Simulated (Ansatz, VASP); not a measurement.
**AlTlP: VASP beside Ansatz**

```xyz
6
Lattice="5.0399 0.0000 0.0000 -2.5200 4.3647 0.0000 0.0000 0.0000 5.8951" Properties=species:S:1:pos:R:3 pbc="T T T"
Al    0.0000    0.0000    0.0000
Al    0.0000    0.0000    2.9476
Tl    0.0000    2.9098    4.4213
Tl    2.5200    1.4549    1.4738
P     0.0000    2.9098    1.4738
P     2.5200    1.4549    4.4213
```

Alike in both runs: functional PBE; k mesh 12 × 12 × 8; occupations gaussian, width 0.1 eV; no spin polarisation.

Ansatz relaxed the structure, and its values are those at the end. VASP's run is a single point on that final structure, the one shown.

```csv
,VASP,Ansatz
version,VASP 6.6.1,Ansatz 0.2.0
potentials or method,"VASP PAW PBE potentials, release 64 (Al, Tl_d, P), cutoff 520 eV","scalar-relativistic, plane waves, PAW"
valence electrons in the cell,42,42
```

```csv
,VASP,Ansatz,Ansatz less VASP
gap on the k mesh at the Fermi level (eV),none,none,-
pressure (GPa),-0.1,0.0,+0.04
```

A gap of «none» marks a metal or a gap that the smearing closes.

Spin-orbit coupling is off throughout.
